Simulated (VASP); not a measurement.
Set up this calculation in VASP 6.6.1, as the native input.

```yaml
Task: single point
Functional: PBEsol
Dispersion: D4
Potentials_or_basis: VASP PAW PBE potentials, release 64 (Yb, Os)
Cutoff: 520 eV
k_mesh: 8 × 8 × 8
Occupations: gaussian, width 0.05 eV
Spin: no spin polarisation
Dipole_correction: no
Further_INCAR_settings: ALGO = Normal; EDIFF = 1e-06; NBANDS = 32
```

The structure of YbOs3 lies in POSCAR:

```
YbOs3
1.0
    3.9629009699      0.0000000000      0.0000000000
    0.0000000000      3.9629009699      0.0000000000
    0.0000000000      0.0000000000      3.9629009699
Yb Os
1 3
Direct
    0.0000000000      0.0000000000      0.0000000000
    0.0000000000      0.5000000000      0.5000000000
    0.5000000000      0.5000000000      0.0000000000
    0.5000000000      0.0000000000      0.5000000000
```

These files were run (other wordings do the same):

INCAR

```
SYSTEM = YbOs3
PREC     = Accurate       ! precision mode
ENCUT    = 520            ! plane-wave cutoff, eV
EDIFF    = 1E-6           ! SCF threshold, eV
ISMEAR   = 0              ! smearing method
SIGMA    = 0.05           ! smearing width, eV
LREAL    = .FALSE.        ! projectors in reciprocal space
LASPH    = .TRUE.         ! aspherical terms in the spheres
NELM     = 100            ! most SCF steps
ALGO     = Normal         ! electronic algorithm
ISIF     = 2              ! what is computed and relaxed
LWAVE    = .FALSE.        ! write WAVECAR
LCHARG   = .FALSE.        ! write CHGCAR
GGA      = PS             ! functional
IVDW     = 13             ! dispersion correction
NBANDS   = 32             ! bands
```

KPOINTS

```
regular mesh
0
G
  8 8 8
  0 0 0
```

Potentials or basis: VASP PAW PBE potentials, release 64 (Yb, Os).

Command:

```bash
$ cat potpaw_PBE.64/Yb/POTCAR potpaw_PBE.64/Os/POTCAR > POTCAR
$ mpirun -np 1 vasp_std > vasp.out
```

It gave:

- Pressure: -2.9 GPa
- Band gap on the k mesh: zero (bands 24 and 25 overlap by 2.83 eV)
- Dispersion energy per atom: -0.354 eV

Caveat: the PAW data sets were made with another functional, which shifts forces and pressure a little; spin-orbit coupling is left out, which moves the levels of the heavy elements.

Wall time 88 s on 1 thread of Intel(R) Xeon(R) 6975P-C (Granite Rapids) (shared host), peak memory 0.23 GiB.
